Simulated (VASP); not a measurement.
# MnS (F-43m) in VASP: settings compared, part 2 of 2

VASP 6.6.1.

**4. Single point, PBEsol, collinear spin, ferromagnetic start**

File INCAR:

```
SYSTEM = MnS
PREC = Accurate
ENCUT = 520
EDIFF = 1E-6
ISMEAR = -1
SIGMA = 0.05
LREAL = .FALSE.
LASPH = .TRUE.
NELM = 150
ALGO = Normal
ISIF = 2
LWAVE = .FALSE.
LCHARG = .TRUE.
ISPIN = 2
MAGMOM = 0.92 0
LORBIT = 11
LMAXMIX = 4
GGA = PS
LELF = .TRUE.
LVHAR = .TRUE.
NBANDS = 20
```

File KPOINTS:

```
regular mesh
0
G
  9 9 9
  0 0 0
```

File POSCAR:

```
MnS
1.0
    0.0000000000      2.4734634191      2.4734634191
    2.4734634191      0.0000000000      2.4734634191
    2.4734634191      2.4734634191      0.0000000000
Mn S
1 1
Direct
    0.0000000000      0.0000000000      0.0000000000
    0.7500000000      0.7500000000      0.7500000000
```

Potentials or basis: VASP PAW PBE potentials, release 64 (Mn_pv, S).

Command:

```bash
cat potpaw_PBE.64/Mn_pv/POTCAR potpaw_PBE.64/S/POTCAR > POTCAR
mpirun -np 1 vasp_std > vasp.out
```

OUTCAR:

```text
SYSTEM = MnS
   PREC = Accurate
   ENCUT = 520
   EDIFF = 1E-6
   ISMEAR = -1
   LREAL = .FALSE.
   LASPH = .TRUE.
   NELM = 150
   ISIF = 2
   ISPIN = 2
   LORBIT = 11
   GGA = PS

 ion  position               nearest neighbor table
   1  0.000  0.000  0.000-   2 2.14   2 2.14   2 2.14   2 2.14
   2  0.750  0.750  0.750-   1 2.14   1 2.14   1 2.14   1 2.14

  LATTYP: Found a face centered cubic cell.
 ALAT       =     4.9469268382

  Lattice vectors:

 A1 = (   0.0000000000,   2.4734634191,   2.4734634191)
 A2 = (   2.4734634191,   0.0000000000,   2.4734634191)
 A3 = (   2.4734634191,   2.4734634191,   0.0000000000)

Analysis of symmetry for initial positions (statically):
=====================================================================
 Subroutine PRICEL returns:
 Original cell was already a primitive cell.

 Routine SETGRP: Setting up the symmetry group for a
 face centered cubic supercell.

 Subroutine GETGRP returns: Found 24 space group operations
 (whereof 24 operations were pure point group operations)
 out of a pool of 48 trial point group operations.

The static configuration has the point symmetry T_d .

Analysis of symmetry for dynamics (positions and initial velocities):
=====================================================================
 Subroutine PRICEL returns:
 Original cell was already a primitive cell.

 Routine SETGRP: Setting up the symmetry group for a
 face centered cubic supercell.

 Subroutine GETGRP returns: Found 24 space group operations
 (whereof 24 operations were pure point group operations)
 out of a pool of 48 trial point group operations.

The dynamic configuration has the point symmetry T_d .

Analysis of structural, dynamic, and magnetic symmetry:
=====================================================================
 Subroutine PRICEL returns:
 Original cell was already a primitive cell.

 Routine SETGRP: Setting up the symmetry group for a
 face centered cubic supercell.

 Subroutine GETGRP returns: Found 24 space group operations
[... 145 lines left out ...]
  ext. energy  EPLUGINS =         0.00000000
  ---------------------------------------------------
  free energy    TOTEN  =       -14.77414615 eV

  energy without entropy =      -14.75404178  energy(sigma->0) =      -14.76409396

 E-fermi :   7.3021     XC(G=0): -11.4256

 val. band max:        7.3017616144   @ k =  -0.3333   0.3333   0.0000
 cond. band min:       7.3258049571   @ k =   0.4444   0.3333   0.0000
 fundamental gap:      0.0240433427
 Fermi energy:         7.3020680647

 spin component 1

 k-point     1 :       0.0000    0.0000    0.0000
  band No.  band energies     occupation
      1     -40.3712      1.00000
      2     -40.3712      1.00000
      3     -40.3712      1.00000
      4      -7.9778      1.00000
      5       2.5780      1.00000
      6       2.5780      1.00000
[... 541 lines left out ...]
     19      24.4391      0.00000
     20      24.4391      0.00000

 [... further k-points ...]

 spin component 2

 k-point     1 :       0.0000    0.0000    0.0000
  band No.  band energies     occupation
      1     -40.1481      1.00000
      2     -40.1481      1.00000
      3     -40.1481      1.00000
      4      -7.9683      1.00000
      5       2.6351      1.00000
      6       2.6351      1.00000
[... 541 lines left out ...]
     19      24.4684      0.00000
     20      24.4684      0.00000

 [... further k-points ...]

------------------------ aborting loop because EDIFF is reached ----------------------------------------

  FORCE on cell =-STRESS in cart. coord.  units (eV):
  Direction    XX          YY          ZZ          XY          YZ          ZX
  --------------------------------------------------------------------------------------
  -------------------------------------------------------------------------------------
  Total       -0.5034086     -0.5034086     -0.5034086      0.0000000      0.0000000     -0.0000000
  in kB      -26.6492322    -26.6492322    -26.6492322      0.0000000      0.0000000     -0.0000000
  external PRESSURE =     -26.6492322 kB  Pullay stress =       0.0000000 kB

 VOLUME and BASIS-vectors are now :
 -----------------------------------------------------------------------------
  energy-cutoff  :      520.00
  volume of cell :       30.27
      direct lattice vectors                 reciprocal lattice vectors
     0.000000000  2.473463419  2.473463419    -0.202145702  0.202145702  0.202145702
     2.473463419  0.000000000  2.473463419     0.202145702 -0.202145702  0.202145702
     2.473463419  2.473463419  0.000000000     0.202145702  0.202145702 -0.202145702

 POSITION                                       TOTAL-FORCE (eV/Angst)
 -----------------------------------------------------------------------------------
      0.00000      0.00000      0.00000         0.000000      0.000000      0.000000
      3.71020      3.71020      3.71020        -0.000000     -0.000000     -0.000000
 -----------------------------------------------------------------------------------
    total drift:                               -0.000001     -0.000001     -0.000001

  FREE ENERGIE OF THE ION-ELECTRON SYSTEM (eV)
  ---------------------------------------------------
  free  energy   TOTEN  =       -14.7741461463 eV

  energy  without entropy=      -14.7540417819  energy(sigma->0) =      -14.76409396

 total charge

# of ion       s       p       d       tot
------------------------------------------
    1        0.356   6.316   5.370  12.043
    2        1.315   2.402   0.000   3.717
--------------------------------------------------
tot          1.672   8.718   5.370  15.760

 magnetization (x)

# of ion       s       p       d       tot
------------------------------------------
    1        0.007   0.004   0.215   0.226
    2       -0.001  -0.005   0.000  -0.006
--------------------------------------------------
tot          0.006  -0.002   0.215   0.220
```

OSZICAR:

```text
N       E                     dE             d eps       ncg     rms          rms(c)
DAV:   1     0.158161075248E+03    0.15816E+03   -0.10161E+04  2800   0.101E+03
DAV:   2    -0.837087237524E+01   -0.16653E+03   -0.15823E+03  2912   0.296E+02
DAV:   3    -0.163328996028E+02   -0.79620E+01   -0.78506E+01  3224   0.701E+01
DAV:   4    -0.164250405661E+02   -0.92141E-01   -0.92081E-01  3168   0.778E+00
DAV:   5    -0.164262184351E+02   -0.11779E-02   -0.11778E-02  3236   0.912E-01    0.169E+01
DAV:   6    -0.168062530502E+02   -0.38003E+00   -0.15366E+01  3020   0.462E+01    0.136E+01
DAV:   7    -0.148284356237E+02    0.19778E+01   -0.61832E+00  3020   0.309E+01    0.502E+00
DAV:   8    -0.147739117849E+02    0.54524E-01   -0.16440E-01  3272   0.427E+00    0.102E+00
DAV:   9    -0.147737425363E+02    0.16925E-03   -0.21515E-02  3096   0.132E+00    0.396E-01
DAV:  10    -0.147741206065E+02   -0.37807E-03   -0.93608E-04  3308   0.269E-01    0.142E-01
DAV:  11    -0.147741275562E+02   -0.69496E-05   -0.17473E-04  3132   0.818E-02    0.104E-01
DAV:  12    -0.147741470426E+02   -0.19486E-04   -0.24143E-05  3204   0.345E-02    0.387E-02
DAV:  13    -0.147741461463E+02    0.89637E-06   -0.34802E-06  3072   0.186E-02
   1 F= -.14774146E+02 E0= -.14764094E+02  d E =-.201044E-01  mag=     0.2328
```

Wall time 22 s (1 thread of Intel Xeon 6975P-C (Granite Rapids), shared host); peak memory 0.18 GiB.

What came out:

* Free energy: -14.7741 eV
* Pressure: -2.7 GPa
* Net moment: 0.23 μB per cell
* Site moments: Mn +0.23; S -0.01 μB
* Valence electrons inside the program's atomic spheres: Mn 12.04; S 3.72

Caveat: the PAW data sets were made with another functional, which shifts forces and pressure a little; semilocal functionals often make such compounds metallic where correlation or magnetic order opens a gap, which also shifts bond lengths. With open d or f shells a metallic result of PBEsol can be an artefact of self-interaction; +U or a hybrid may open a gap.

**5. The runs side by side**

```csv
task,level,cell,cutoff (eV),smearing,gap on the mesh (eV),pressure (GPa),moment (μB)
relaxation of cell and atoms,PBEsol,relaxed,600,fermi-dirac 0.05 eV,none,0.0,0.21
single point,PBEsol+D3(BJ),as given,520,methfessel-paxton 0.1 eV,none,-7.3,0.26
single point,PBEsol,as given,520,fermi-dirac 0.05 eV,none,-2.7,0.23
```

Alike in all rows: potentials or basis VASP PAW PBE potentials, release 64 (Mn_pv, S); spin collinear, ferromagnetic start; k mesh 9 × 9 × 9.

Caveats: the PAW data sets were made with another functional, which shifts forces and pressure a little; semilocal functionals often make such compounds metallic where correlation or magnetic order opens a gap, which also shifts bond lengths; the cell stands under tension (at least some runs).

Absolute energies hang on the potentials; compare differences alone.
